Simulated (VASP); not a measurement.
# Eu (Fm-3m) in VASP: further runs, part 2 of 2

VASP 6.6.1. The steps go on from the part before.

## Step 4: Relaxation of cell and atoms, LDA, collinear spin, ferromagnetic start

This run uses another cell than the first one, of 47.13 Å³/atom.

The input, INCAR:

```
SYSTEM = Eu
PREC = Accurate
ENCUT = 600
EDIFF = 1E-6
ISMEAR = -1
SIGMA = 0.05
LREAL = .False.
LASPH = .True.
NELM = 150
ALGO = Normal
ISIF = 3
LWAVE = .False.
LCHARG = .False.
ISPIN = 2
MAGMOM = 7
LORBIT = 11
LMAXMIX = 6
GGA = CA
IBRION = 2
NSW = 80
EDIFFG = -0.01
```

The input, KPOINTS:

```
Automatic mesh
0
Gamma
  10 10 10
  0 0 0
```

The input, POSCAR:

```
Eu
1.0
    0.0000000000      2.8669503490      2.8669503490
    2.8669503490      0.0000000000      2.8669503490
    2.8669503490      2.8669503490      0.0000000000
Eu
1
Direct
    0.0000000000      0.0000000000      0.0000000000
```

Potentials or basis: VASP PAW PBE potentials, release 64 (Eu).

Command:

```
$ cat potpaw_PBE.64/Eu/POTCAR > POTCAR
$ mpirun -np 1 vasp_std > vasp.out
```

OUTCAR:

```text
SYSTEM = Eu
   PREC = Accurate
   ENCUT = 600
   EDIFF = 1E-6
   ISMEAR = -1
   LREAL = .False.
   LASPH = .True.
   NELM = 150
   ISIF = 3
   ISPIN = 2
   LORBIT = 11
   GGA = CA
   IBRION = 2
   NSW = 80
   EDIFFG = -0.01

 ion  position               nearest neighbor table
   1  0.000  0.000  0.000-

  LATTYP: Found a face centered cubic cell.
 ALAT       =     5.7339006980

  Lattice vectors:

 A1 = (   0.0000000000,   2.8669503490,   2.8669503490)
 A2 = (   2.8669503490,   0.0000000000,   2.8669503490)
 A3 = (   2.8669503490,   2.8669503490,   0.0000000000)

Analysis of symmetry for initial positions (statically):
=====================================================================
 Subroutine PRICEL returns:
 Original cell was already a primitive cell.

 Routine SETGRP: Setting up the symmetry group for a
 face centered cubic supercell.

 Subroutine GETGRP returns: Found 48 space group operations
 (whereof 48 operations were pure point group operations)
[... 360 lines left out ...]

  energy without entropy =      -11.42669172  energy(sigma->0) =      -11.43267208

 E-fermi :   2.5459     XC(G=0):  -9.9414

 val. band max:        2.5099888304   @ k =   0.5000   0.5000   0.0000
 cond. band min:       2.5587899082   @ k =  -0.3000   0.4000   0.1000
 fundamental gap:      0.0488010778
 Fermi energy:         2.5458612422

 spin component 1

 k-point     1 :       0.0000    0.0000    0.0000
  band No.  band energies     occupation
      1     -38.6449      1.00000
      2     -17.1471      1.00000
      3     -17.1471      1.00000
      4     -17.1471      1.00000
      5      -1.9990      1.00000
      6       1.8966      1.00000
[... 435 lines left out ...]
      5       0.8193      1.00000
      6       1.7700      1.00000
[... 8 lines left out ...]
     15       6.7292      0.00000
     16       7.5338      0.00000

 [... further k-points ...]

 spin component 2

 k-point     1 :       0.0000    0.0000    0.0000
  band No.  band energies     occupation
      1     -35.8101      1.00000
      2     -14.9109      1.00000
      3     -14.9109      1.00000
      4     -14.9109      1.00000
      5      -1.1382      1.00000
      6       5.5233      0.00000
[... 475 lines left out ...]
  FREE ENERGIE OF THE ION-ELECTRON SYSTEM (eV)
  ---------------------------------------------------
  free  energy   TOTEN  =       -11.4386524296 eV

  energy  without entropy=      -11.4266917243  energy(sigma->0) =      -11.43267208

 reached required accuracy - stopping structural energy minimisation

 total charge

# of ion       s       p       d       f       tot
--------------------------------------------------
    1        2.094   5.638   0.418   6.577  14.727

 magnetization (x)

# of ion       s       p       d       f       tot
--------------------------------------------------
    1        0.004  -0.060   0.208   6.571   6.724
```

OSZICAR:

```text
N       E                     dE             d eps       ncg     rms          rms(c)
DAV:   1     0.115410726005E+03    0.11541E+03   -0.73210E+03  3320   0.501E+03
DAV:   2     0.105058758142E+02   -0.10490E+03   -0.93297E+02  4112   0.280E+02
DAV:   3    -0.763861266825E+01   -0.18144E+02   -0.17868E+02  4624   0.118E+02
[... 189 lines left out ...]
DAV:   1    -0.114386509726E+02   -0.22127E-06   -0.71190E-07  1552   0.237E-02    0.411E-03
DAV:   2    -0.114386511453E+02   -0.17266E-06   -0.14508E-06  2072   0.364E-02
  13 F= -.11438651E+02 E0= -.11432651E+02  d E =-.433629E-06  mag=     7.3811
       N       E                     dE             d eps       ncg     rms          rms(c)
DAV:   1    -0.114386515295E+02   -0.55687E-06   -0.29402E-06  2592   0.444E-02    0.868E-03
DAV:   2    -0.114386524296E+02   -0.90012E-06   -0.77891E-06  3824   0.761E-02
  14 F= -.11438652E+02 E0= -.11432672E+02  d E =-.171796E-05  mag=     7.3811
```

Run time: 9 min. Hardware: 1 thread of AMD EPYC 9R45 (Zen 5), shared host; peak memory 0.22 GiB.

What came out:

```
Free energy                                           : -11.4387 eV
Relaxed volume                                        : 34.59 Å³/atom
Relaxed cell                                          : a = 3.657 Å, b = 3.657 Å, c = 3.657 Å, α = 60.00°, β = 60.00°, γ = 60.00°
Space group after relaxing (to 0.1 Å)                 : Fm-3m (No. 225)
Energy gained by relaxing                             : 196.3 meV/atom
Ionic steps                                           : 14
Pressure after relaxing                               : 0.0 GPa
Net moment                                            : 7.38 μB per cell
Site moments                                          : Eu +6.72 μB
Valence electrons inside the program's atomic spheres : Eu 14.73
```

The path:
```tsv
step	energy change (eV)	largest force (eV/Å)	pressure (GPa)	volume (Å³)
1	0.0000	0.0000	-3.79	47.13
2	-0.1483	0.0000	-2.44	39.92
3	-0.1914	0.0000	-0.86	36.07
4	-0.1963	0.0000	0.05	34.37
5	-0.1963	0.0000	-0.09	34.60
6	-0.1963	0.0000	-0.11	34.59
7	-0.1963	0.0000	-0.21	34.59
8	-0.1963	0.0000	-0.10	34.59
9	-0.1963	0.0000	-0.10	34.59
10	-0.1963	0.0000	-0.09	34.59
11	-0.1963	0.0000	-0.09	34.59
12	-0.1963	0.0000	-0.09	34.59
13	-0.1963	0.0000	-0.08	34.59
14	-0.1963	0.0000	-0.04	34.59
```

Final structure:
```cif
data_structure
_symmetry_space_group_name_H-M 'P 1'
_symmetry_Int_Tables_number 1
_cell_length_a 3.6571
_cell_length_b 3.6571
_cell_length_c 3.6571
_cell_angle_alpha 60.000
_cell_angle_beta 60.000
_cell_angle_gamma 60.000
_cell_volume 34.59
loop_
_atom_site_label
_atom_site_type_symbol
_atom_site_fract_x
_atom_site_fract_y
_atom_site_fract_z
_atom_site_occupancy
Eu1 Eu 0.00000 0.00000 0.00000 1
```

Caveat: the volume moved by over 15 % at a fixed basis, so the end points are rough; the PAW data sets were made with another functional, which shifts forces and pressure a little; spin-orbit coupling is left out, which moves the levels of the heavy elements; semilocal functionals describe open f shells poorly, which spoils levels, moments and volumes. The state reached can hang on the start; a lower one may exist.

## Step 5: The runs side by side

| task | cell | k mesh | cutoff (eV) | gap on the mesh (eV) | pressure (GPa) | moment (μB) |
| --- | --- | --- | --- | --- | --- | --- |
| single point | a = 3.665 Å, angles 60.0°, 1 atom | 10 × 10 × 10 | 520 | none | -0.3 | 7.38 |
| single point | a = 3.665 Å, angles 60.0°, 1 atom | 14 × 14 × 14 | 520 | none | -0.4 | 7.36 |
| relaxation of cell and atoms | relaxed from a = 4.054 Å, angles 60.0°, 1 atom | 10 × 10 × 10 | 600 | none | 0.0 | 7.38 |

Alike in all rows: level LDA; potentials or basis VASP PAW PBE potentials, release 64 (Eu); spin collinear, ferromagnetic start; smearing fermi-dirac 0.05 eV.

Caveats: the PAW data sets were made with another functional, which shifts forces and pressure a little; spin-orbit coupling is left out, which moves the levels of the heavy elements; semilocal functionals describe open f shells poorly, which spoils levels, moments and volumes; the volume moved by over 15 % at a fixed basis, so the end points are rough (at least some runs).

Total energies depend on the potentials used, so only differences within one code and one set of settings carry meaning.
